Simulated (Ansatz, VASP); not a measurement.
BiTe in VASP and in Ansatz

```xyz
2
Lattice="2.3864 1.3778 3.2675 -2.3864 1.3778 3.2675 0.0000 -2.7555 3.2675" Properties=species:S:1:pos:R:3 pbc="T T T"
Bi    0.0000    0.0000    4.9013
Te    0.0000    0.0000    0.0000
```

Change from the starting cell: strain -0.015 along x and y, -0.015 along z, atoms carried along.

Alike in both runs: task single point; functional PBE; k mesh 12 × 12 × 12; occupations gaussian, width 0.15 eV; no spin polarisation.

|  | VASP | Ansatz |
| --- | --- | --- |
| version | VASP 6.6.1 | Ansatz 0.2.0 |
| potentials or method | VASP PAW PBE potentials, release 64 (Bi_d, Te), cutoff 520 eV | scalar-relativistic, plane waves, PAW |
| valence electrons in the cell | 21 | 31 |

```tsv
	VASP	Ansatz	Ansatz less VASP
gap on the k mesh at the Fermi level (eV)	none	none	-
pressure (GPa)	2.3	2.4	+0.05
traceless stress, the component that is largest in VASP (GPa)	-0.48	-0.48	-0.001
```

A gap of «none» marks a metal or a gap that the smearing closes. The functional is the same, so the differences come from potentials, cutoffs and numerics. VASP's potentials hold 21 valence electrons a cell and Ansatz's 31, so a difference there can come from the potentials and not from the codes.

Spin-orbit coupling is off throughout.
